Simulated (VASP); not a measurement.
The system is CaS.

```
CELL_PARAMETERS angstrom
0.00000 2.84793 2.84793
2.84793 0.00000 2.84793
2.84793 2.84793 0.00000
ATOMIC_POSITIONS crystal
Ca 0.00000 0.00000 0.00000
S 0.50000 0.50000 0.50000
```

Base run:

```yaml
Program: VASP 6.6.1
Functional: r2SCAN
Potentials_or_basis: VASP PAW PBE potentials, release 64 (Ca_sv, S)
Cutoff: 550 eV
k_mesh: 8 × 8 × 8
Occupations: gaussian, width 0.01 eV
Spin: no spin polarisation
```

Its results: band gap on the k mesh 2.80 eV, indirect (least direct gap 3.63 eV); pressure 0.3 GPa.

The run is repeated on the same cell with these changes: functional from r2SCAN to PBE; cutoff from 550 eV to 500 eV; k mesh from 8 × 8 × 8 to 4 × 4 × 4. What comes out?

Band gap on the k mesh 2.35 eV, indirect (least direct gap 3.16 eV); pressure 0.7 GPa.

Several settings changed at once, so the effect can't be laid on one alone.

Caveats: some runs use coarse meshes; the PAW data sets were made with another functional, which shifts forces and pressure a little (some runs).

A k mesh can miss the band edges.
